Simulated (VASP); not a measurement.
# Li4SO (R-3m) in VASP: notebook

Runs on Li4SO. Level: PBEsol. Tasks: single point.

All numbers are computed with VASP 6.6.1; they aren't measurements. Logs are shortened: lines on timing, memory, paths and dates and some standing lists are left out, and cuts for length are marked.

### 1 The cell of the first run

It takes space group R-3m (No. 166, trigonal). Conventional cell: a = 3.687 Å, b = 3.687 Å, c = 17.457 Å, α = 90.00°, β = 90.00°, γ = 120.00°. Li (site symmetry 3m) has 1 O at 1.95 Å and 3 S at 2.34 Å and 3 Li at 2.56 Å within 2.6 Å. Li (site symmetry 3m) has 3 O at 2.19 Å and 6 Li at 2.37 to 2.56 Å and 1 S at 2.38 Å within 2.9 Å. S (site symmetry -3m) has 8 Li at 2.34 to 2.38 Å within 3.1 Å. Within 2.6 Å of O (site symmetry -3m) lie 8 Li at 1.95 to 2.19 Å.

### 2 Single point, PBEsol

INCAR

```
SYSTEM = Li4SO
ALGO = Normal ; EDIFF = 1E-6
ENCUT = 520 ; GGA = PS
ISIF = 2 ; ISMEAR = 0
LASPH = .TRUE. ; LCHARG = .FALSE.
LREAL = .FALSE. ; LWAVE = .FALSE.
NBANDS = 21 ; NELM = 100
PREC = Accurate ; SIGMA = 0.02
```

KPOINTS

```
k-points
0
G
  9 9 9
  0 0 0
```

POSCAR

```
Li4SO
1.0
    1.8432824041      1.0642195922      5.8190120638
   -1.8432824041      1.0642195922      5.8190120638
    0.0000000000     -2.1284391845      5.8190120638
Li S O
4 1 1
Direct
    0.6114546288      0.6114546288      0.6114546288
    0.1364891387      0.1364891387      0.1364891387
    0.8635108613      0.8635108613      0.8635108613
    0.3885453712      0.3885453712      0.3885453712
    0.0000000000      0.0000000000      0.0000000000
    0.5000000000      0.5000000000      0.5000000000
```

Potentials or basis: VASP PAW PBE potentials, release 64 (Li_sv, S, O).

Started as:

```sh
$ cat potpaw_PBE.64/Li_sv/POTCAR potpaw_PBE.64/S/POTCAR potpaw_PBE.64/O/POTCAR > POTCAR
$ mpirun -np 1 vasp_std > vasp.out
```

OUTCAR:

```text
SYSTEM = Li4SO
   EDIFF = 1E-6
   ENCUT = 520
   GGA = PS
   ISIF = 2
   ISMEAR = 0
   LASPH = .TRUE.
   LREAL = .FALSE.
   NELM = 100
   PREC = Accurate

 ion  position               nearest neighbor table
   1  0.611  0.611  0.611-   6 1.95   5 2.34   5 2.34   5 2.34   3 2.56   3 2.56   3 2.56
   2  0.136  0.136  0.136-   6 2.19   6 2.19   6 2.19   3 2.37   3 2.37   3 2.37   5 2.38   4 2.56
                             4 2.56   4 2.56
   3  0.864  0.864  0.864-   6 2.19   6 2.19   6 2.19   2 2.37   2 2.37   2 2.37   5 2.38   1 2.56
                             1 2.56   1 2.56
   4  0.389  0.389  0.389-   6 1.95   5 2.34   5 2.34   5 2.34   2 2.56   2 2.56   2 2.56
   5  0.000  0.000  0.000-   1 2.34   1 2.34   4 2.34   4 2.34   1 2.34   4 2.34   3 2.38   2 2.38

   6  0.500  0.500  0.500-   1 1.95   4 1.95   2 2.19   2 2.19   3 2.19   3 2.19   2 2.19   3 2.19

  LATTYP: Found a trigonal (rhomboedric) cell.
 ALAT       =     6.1960596156
 COS(alpha) =     0.8229962062

  Lattice vectors:

 A1 = (   1.8432824041,   1.0642195922,   5.8190120638)
 A2 = (  -1.8432824041,   1.0642195922,   5.8190120638)
 A3 = (   0.0000000000,  -2.1284391845,   5.8190120638)

Analysis of symmetry for initial positions (statically):
=====================================================================
 Subroutine PRICEL returns:
 Original cell was already a primitive cell.

 Routine SETGRP: Setting up the symmetry group for a
 trigonal (rhombohedral) supercell.

 Subroutine GETGRP returns: Found 12 space group operations
 (whereof 12 operations were pure point group operations)
 out of a pool of 12 trial point group operations.

The static configuration has the point symmetry D_3d.

Analysis of symmetry for dynamics (positions and initial velocities):
=====================================================================
 Subroutine PRICEL returns:
 Original cell was already a primitive cell.

 Routine SETGRP: Setting up the symmetry group for a
 trigonal (rhombohedral) supercell.

 Subroutine GETGRP returns: Found 12 space group operations
 (whereof 12 operations were pure point group operations)
 out of a pool of 12 trial point group operations.

The dynamic configuration has the point symmetry D_3d.

 Subroutine INISYM returns: Found 12 space group operations
 (whereof 12 operations are pure point group operations),
 and found     1 'primitive' translations

----------------------------------------------------------------------------------------

                                     Primitive cell

  volume of cell :      68.4894

  direct lattice vectors                    reciprocal lattice vectors
     1.843282404  1.064219592  5.819012064     0.271255234  0.156609282  0.057283492
    -1.843282404  1.064219592  5.819012064    -0.271255234  0.156609282  0.057283492
     0.000000000 -2.128439184  5.819012064     0.000000000 -0.313218565  0.057283492

  length of vectors
     6.196059616  6.196059616  6.196059616     0.318413674  0.318413674  0.318413674

  position of ions in fractional coordinates (direct lattice)
     0.611454629  0.611454629  0.611454629
     0.136489139  0.136489139  0.136489139
     0.863510861  0.863510861  0.863510861
     0.388545371  0.388545371  0.388545371
     0.000000000  0.000000000  0.000000000
     0.500000000  0.500000000  0.500000000

  ion indices of the primitive-cell ions
   primitive index   ion index
                 1           1
                 2           2
                 3           3
                 4           4
                 5           5
                 6           6

----------------------------------------------------------------------------------------

 KPOINTS: k-points

Automatic generation of k-mesh.
 Grid dimensions read from file:
 generate k-points for:    9    9    9

 Generating k-lattice:

  Cartesian coordinates                     Fractional coordinates (reciprocal lattice)
     0.030139470  0.017401031  0.006364832     0.111111111 -0.000000000  0.000000000
    -0.030139470  0.017401031  0.006364832    -0.000000000  0.111111111  0.000000000
     0.000000000 -0.034802063  0.006364832     0.000000000  0.000000000  0.111111111

  Length of vectors
     0.035379297  0.035379297  0.035379297

  Shift w.r.t. Gamma in fractional coordinates (k-lattice)
     0.000000000  0.000000000  0.000000000

 Subroutine IBZKPT returns following result:
 ===========================================

 Found     85 irreducible k-points:

 Following reciprocal coordinates:
            Coordinates               Weight
  0.000000  0.000000  0.000000      1.000000
  0.111111  0.000000  0.000000      6.000000
  0.222222  0.000000  0.000000      6.000000
  0.333333  0.000000  0.000000      6.000000
  0.444444  0.000000  0.000000      6.000000
  0.111111  0.111111  0.000000      6.000000
[... 16 lines left out ...]
 -0.333333  0.333333  0.000000      6.000000
  0.444444  0.444444  0.000000      6.000000
 [... further k-points ...]
   k-points           NKPTS =     85   k-points in BZ     NKDIM =     85   number of bands    NBANDS=     21
   number of dos      NEDOS =    301   number of ions     NIONS =      6
   total plane-waves  NPLWV = 110592
   dimension x,y,z NGX =    48 NGY =   48 NGZ =   48
   dimension x,y,z NGXF=    96 NGYF=   96 NGZF=   96
   ions per type =               4   1   1
   NGX,Y,Z   is equivalent  to a cutoff of  12.88, 12.88, 12.88 a.u.
   NGXF,Y,Z  is equivalent  to a cutoff of  25.76, 25.76, 25.76 a.u.
 SYSTEM =  Li4SO
   PREC   = accura    normal or accurate (medium, high low for compatibility)
   ISTART =      0    job   : 0-new  1-cont  2-samecut
   ICHARG =      2    charge: 1-file 2-atom 10-const
   ISPIN  =      1    spin polarized calculation?
   LNONCOLLINEAR =      F non collinear calculations
   LSORBIT =      F    spin-orbit coupling
   LASPH  =      T    aspherical Exc in radial PAW
   ENCUT  =  520.0 eV  38.22 Ry    6.18 a.u.  11.52 11.52 11.52*2*pi/ulx,y,z
   NELM   =    100;   NELMIN=  2; NELMDL= -5     # of ELM steps
   EDIFF  = 0.1E-05   stopping-criterion for ELM
   LREAL  =      F    real-space projection
   EDIFFG = 0.1E-04   stopping-criterion for IOM
   NSW    =      0    number of steps for IOM
   IBRION =     -1    ionic relax: 0-MD 1-quasi-New 2-CG
   NFREE  =      0    steps in history (QN), initial steepest desc. (CG)
   ISIF   =      2    stress and relaxation
   ISYM   =      2    0-nonsym 1-usesym 2-fastsym
   POTIM  = 0.5000    time-step for ionic-motion
   TEBEG  =    0.0;   TEEND  =   0.0 temperature during run
   PSTRESS=    0.0 pullay stress
   NELECT =      24.0000    total number of electrons
   NUPDOWN=      -1.0000    fix difference up-down
   EMIN   =  10.00;   EMAX   =-10.00  energy-range for DOS
   EFERMI =   0.00;   METHOD = LEGACY
   ISMEAR =     0;   SIGMA  =   0.02  broadening in eV -4-tet -1-fermi 0-gaus
   EFERMI_NEDOS =   21; number of points for ismear=-14 and -15
   IALGO  =     38    algorithm
   IMIX   =      4    mixing-type and parameters
     AMIX     =   0.40;   BMIX     =  1.00
     AMIX_MAG =   1.60;   BMIX_MAG =  1.00
  volume/ion in A,a.u.               =      11.41        77.03
  Fermi-wavevector in a.u.,A,eV,Ry     =   1.154172  2.181070 18.124512  1.332114
  Thomas-Fermi vector in A             =   2.290811
   LORBIT       =      0    0 simple, 1 ext, 2 COOP (PROOUT), +10 PAW based schemes
   GGA     = PS    functional components
   LHFCALC =     F    Hartree Fock is set to
   AEXX    =    0.0000 exact exchange contribution
   IVDW    =     0    specifies the selected vdW correction
   LEPSILON=     F    determine dielectric tensor
   LRPA    =     F    only Hartree local field effects (RPA)
 non-spin polarized calculation
 Gauss-broadening in eV      SIGMA  =   0.02
  energy-cutoff  :      520.00
  volume of cell :       68.49
 maximum number of plane-waves:      1863
 NGX is ok and might be reduce to    48
   NGX = 23   NGY = 23   NGZ = 23

 number of electron      23.9999996 magnetization

 Free energy of the ion-electron system (eV)
  ---------------------------------------------------
  ext. energy  EPLUGINS =         0.00000000
  ---------------------------------------------------
  free energy    TOTEN  =       -26.47938605 eV

  energy without entropy =      -26.47938605  energy(sigma->0) =      -26.47938605

 E-fermi :   2.5642     XC(G=0):  -9.2588

 val. band max:        2.3435162284   @ k =   0.0000   0.0000   0.0000
 cond. band min:       5.3039243192   @ k =  -0.4444  -0.4444   0.1111
 fundamental gap:      2.9604080908
 Fermi energy:         2.5641911116

 k-point     1 :       0.0000    0.0000    0.0000
  band No.  band energies     occupation
      1     -42.0935      2.00000
      2     -41.9677      2.00000
      3     -40.7779      2.00000
      4     -40.7534      2.00000
      5     -13.9275      2.00000
      6      -9.1017      2.00000
[... 13 lines left out ...]
     20      11.6698      0.00000
     21      15.4612      0.00000

 k-point     2 :       0.1111    0.0000    0.0000
  band No.  band energies     occupation
      1     -42.0897      2.00000
      2     -41.9708      2.00000
      3     -40.7770      2.00000
      4     -40.7538      2.00000
      5     -13.9206      2.00000
      6      -9.0474      2.00000
[... 13 lines left out ...]
     20      11.8756      0.00000
     21      14.0172      0.00000

 k-point     3 :       0.2222    0.0000    0.0000
  band No.  band energies     occupation
      1     -42.0794      2.00000
      2     -41.9796      2.00000
      3     -40.7749      2.00000
      4     -40.7553      2.00000
      5     -13.9032      2.00000
      6      -8.9017      2.00000
[... 13 lines left out ...]
     20      12.7427      0.00000
     21      12.9534      0.00000
[... 457 lines left out ...]
 k-point    23 :      -0.3333    0.3333    0.0000
  band No.  band energies     occupation
      1     -42.0277      2.00000
      2     -42.0276      2.00000
      3     -40.7645      2.00000
      4     -40.7639      2.00000
      5     -13.8605      2.00000
      6      -8.4887      2.00000
[... 13 lines left out ...]
     20      13.2243      0.00000
     21      13.5609      0.00000

 k-point    24 :       0.4444    0.4444    0.0000
  band No.  band energies     occupation
      1     -42.0511      2.00000
      2     -42.0050      2.00000
      3     -40.7685      2.00000
      4     -40.7602      2.00000
      5     -13.8701      2.00000
      6      -8.5875      2.00000
[... 13 lines left out ...]
     20      14.1102      0.00000
     21      14.8119      0.00000

 [... further k-points ...]

------------------------ aborting loop because EDIFF is reached ----------------------------------------

  FORCE on cell =-STRESS in cart. coord.  units (eV):
  Direction    XX          YY          ZZ          XY          YZ          ZX
  --------------------------------------------------------------------------------------
  -------------------------------------------------------------------------------------
  Total        0.0034058      0.0034058      0.0691779      0.0000000     -0.0000000      0.0000000
  in kB        0.0796724      0.0796724      1.6182820      0.0000000     -0.0000000      0.0000000
  external PRESSURE =       0.5925423 kB  Pullay stress =       0.0000000 kB

 VOLUME and BASIS-vectors are now :
 -----------------------------------------------------------------------------
  energy-cutoff  :      520.00
  volume of cell :       68.49
      direct lattice vectors                 reciprocal lattice vectors
     1.843282404  1.064219592  5.819012064     0.271255234  0.156609282  0.057283492
    -1.843282404  1.064219592  5.819012064    -0.271255234  0.156609282  0.057283492
     0.000000000 -2.128439184  5.819012064     0.000000000 -0.313218565  0.057283492

 POSITION                                       TOTAL-FORCE (eV/Angst)
 -----------------------------------------------------------------------------------
      0.00000     -0.00000     10.67419         0.000000     -0.000000      0.008627
      0.00000     -0.00000      2.38270         0.000000     -0.000000      0.008445
      0.00000     -0.00000     15.07434         0.000000      0.000000     -0.008445
      0.00000     -0.00000      6.78285         0.000000      0.000000     -0.008627
      0.00000      0.00000      0.00000         0.000000     -0.000000     -0.000000
      0.00000     -0.00000      8.72852         0.000000     -0.000000     -0.000000
 -----------------------------------------------------------------------------------
    total drift:                                0.000000     -0.000000      0.000000

  FREE ENERGIE OF THE ION-ELECTRON SYSTEM (eV)
  ---------------------------------------------------
  free  energy   TOTEN  =       -26.4793860464 eV

  energy  without entropy=      -26.4793860464  energy(sigma->0) =      -26.47938605
```

It used 210 s of CPU time on 1 thread of Intel(R) Xeon(R) Platinum 8259CL CPU @ 2.50GHz (Skylake/Cascade Lake) (shared host).

Results:

* Free energy: -26.4794 eV
* Largest force: 0.009 eV/Å
* Band gap on the k mesh: 2.96 eV (least direct gap 3.21 eV)

Forces in eV/Å, atoms in the order of the input:
```
Li   0.000  0.000  0.009
Li   0.000  0.000  0.008
Li   0.000  0.000 -0.008
Li   0.000  0.000 -0.009
S    0.000  0.000  0.000
O    0.000  0.000  0.000
```

Caveat: the cutoff is under 1.25 times the usual one of these potentials, so pressure, stress and relaxed cells hold a basis-set (Pulay) error; the PAW data sets were made with another functional, which shifts forces and pressure a little. A k mesh can miss the band edges.

### 3 Single point, PBEsol

INCAR

```
PREC = Accurate
ENCUT = 520
EDIFF = 1E-6
ISMEAR = 0
SIGMA = 0.01
LREAL = F
LASPH = T
NELM = 80
ALGO = Normal
ISIF = 2
LWAVE = F
LCHARG = F
GGA = PS
NBANDS = 21
```

KPOINTS

```
Automatic mesh
0
Gamma
  9 9 9
```

POSCAR

```
Li4SO
1.0
    1.8432875420      1.0642225585      5.8192509712
   -1.8432875420      1.0642225585      5.8192509712
    0.0000000000     -2.1284451171      5.8192509712
Li S O
4 1 1
Direct
    0.6114477296      0.6114477296      0.6114477296
    0.1364890575      0.1364890575      0.1364890575
    0.8635109425      0.8635109425      0.8635109425
    0.3885522704      0.3885522704      0.3885522704
    0.0000000000      0.0000000000      0.0000000000
    0.5000000000      0.5000000000      0.5000000000
```

Potentials or basis: VASP PAW PBE potentials, release 64 (Li_sv, S, O).

Started as:

```sh
$ cat potpaw_PBE.64/Li_sv/POTCAR potpaw_PBE.64/S/POTCAR potpaw_PBE.64/O/POTCAR > POTCAR
$ mpirun -np 1 vasp_std > vasp.out
```

OUTCAR:

```text
PREC = Accurate
   ENCUT = 520
   EDIFF = 1E-6
   ISMEAR = 0
   LREAL = F
   LASPH = T
   NELM = 80
   ISIF = 2
   GGA = PS

 ion  position               nearest neighbor table
   1  0.611  0.611  0.611-   6 1.95   5 2.34   5 2.34   5 2.34   3 2.56   3 2.56   3 2.56
   2  0.136  0.136  0.136-   6 2.19   6 2.19   6 2.19   3 2.37   3 2.37   3 2.37   5 2.38   4 2.56
                             4 2.56   4 2.56
   3  0.864  0.864  0.864-   6 2.19   6 2.19   6 2.19   2 2.37   2 2.37   2 2.37   5 2.38   1 2.56
                             1 2.56   1 2.56
   4  0.389  0.389  0.389-   6 1.95   5 2.34   5 2.34   5 2.34   2 2.56   2 2.56   2 2.56
[... 787 lines left out ...]
  -------------------------------------------------------------------------------------
  Total        0.0026264      0.0026264      0.0670015      0.0000000     -0.0000000     -0.0000000
  in kB        0.0614357      0.0614357      1.5672966      0.0000000     -0.0000000     -0.0000000
  external PRESSURE =       0.5633894 kB  Pullay stress =       0.0000000 kB

 VOLUME and BASIS-vectors are now :
 -----------------------------------------------------------------------------
  energy-cutoff  :      520.00
  volume of cell :       68.49
      direct lattice vectors                 reciprocal lattice vectors
     1.843287542  1.064222559  5.819250971     0.271254478  0.156608846  0.057281141
    -1.843287542  1.064222559  5.819250971    -0.271254478  0.156608846  0.057281141
     0.000000000 -2.128445117  5.819250971     0.000000000 -0.313217692  0.057281141

 POSITION                                       TOTAL-FORCE (eV/Angst)
 -----------------------------------------------------------------------------------
      0.00000     -0.00000     10.67450        -0.000000     -0.000000      0.009338
      0.00000     -0.00000      2.38279        -0.000000     -0.000000      0.008234
      0.00000     -0.00000     15.07496        -0.000000      0.000000     -0.008234
      0.00000     -0.00000      6.78325        -0.000000      0.000000     -0.009338
      0.00000      0.00000      0.00000        -0.000000     -0.000000      0.000000
      0.00000     -0.00000      8.72888         0.000000     -0.000000      0.000000
 -----------------------------------------------------------------------------------
    total drift:                                0.000000      0.000000     -0.000000

  FREE ENERGIE OF THE ION-ELECTRON SYSTEM (eV)
  ---------------------------------------------------
  free  energy   TOTEN  =       -26.4793932993 eV

  energy  without entropy=      -26.4793932993  energy(sigma->0) =      -26.47939330
```

OSZICAR:

```text
N       E                     dE             d eps       ncg     rms          rms(c)
DAV:   1     0.142364133732E+03    0.14236E+03   -0.10901E+04  3570   0.120E+03
DAV:   2    -0.856668887200E+01   -0.15093E+03   -0.14420E+03  4038   0.297E+02
DAV:   3    -0.277023165478E+02   -0.19136E+02   -0.18999E+02  6656   0.725E+01
DAV:   4    -0.286100055314E+02   -0.90769E+00   -0.90448E+00  4999   0.193E+01
DAV:   5    -0.286484445190E+02   -0.38439E-01   -0.38435E-01  5655   0.338E+00    0.846E+00
DAV:   6    -0.265997409192E+02    0.20487E+01   -0.67009E+00  3810   0.129E+01    0.453E+00
DAV:   7    -0.265103672270E+02    0.89374E-01   -0.70052E-01  4901   0.425E+00    0.283E+00
DAV:   8    -0.264798912532E+02    0.30476E-01   -0.18904E-01  4031   0.271E+00    0.607E-01
DAV:   9    -0.264787177650E+02    0.11735E-02   -0.31009E-02  5766   0.101E+00    0.256E-01
DAV:  10    -0.264791933178E+02   -0.47555E-03   -0.41667E-03  4430   0.367E-01    0.124E-01
DAV:  11    -0.264793149223E+02   -0.12160E-03   -0.42066E-04  4558   0.116E-01    0.667E-02
DAV:  12    -0.264793934582E+02   -0.78536E-04   -0.10231E-04  4297   0.720E-02    0.209E-02
DAV:  13    -0.264793926908E+02    0.76734E-06   -0.17345E-05  4985   0.289E-02    0.162E-02
DAV:  14    -0.264793932993E+02   -0.60843E-06   -0.21777E-06  4659   0.935E-03
   1 F= -.26479393E+02 E0= -.26479393E+02  d E =-.615965E-21
```

Wall time 4.2 min (1 thread of Intel Xeon Platinum 8259CL at 2.50GHz (Skylake/Cascade Lake), shared host); peak memory 0.36 GiB.

What came out:

```
Free energy            : -26.4794 eV
Largest force          : 0.009 eV/Å
Band gap on the k mesh : 2.96 eV (least direct gap 3.21 eV)
```

Forces on the atoms (eV/Å):
```
Li   0.000  0.000  0.009
Li   0.000  0.000  0.008
Li   0.000  0.000 -0.008
Li   0.000  0.000 -0.009
S    0.000  0.000  0.000
O    0.000  0.000  0.000
```

Levels at points of the mesh, in eV from the valence-band top:
```tsv
k point	band 10	band 11	band 12	band 13	band 14	band 15
(0.00, 0.00, 0.00)	-0.90	0.00	0.00	3.21	6.28	7.11
```

Caveat: the cutoff is under 1.25 times the usual one of these potentials, so pressure, stress and relaxed cells hold a basis-set (Pulay) error; the PAW data sets were made with another functional, which shifts forces and pressure a little. A k mesh can miss the band edges.
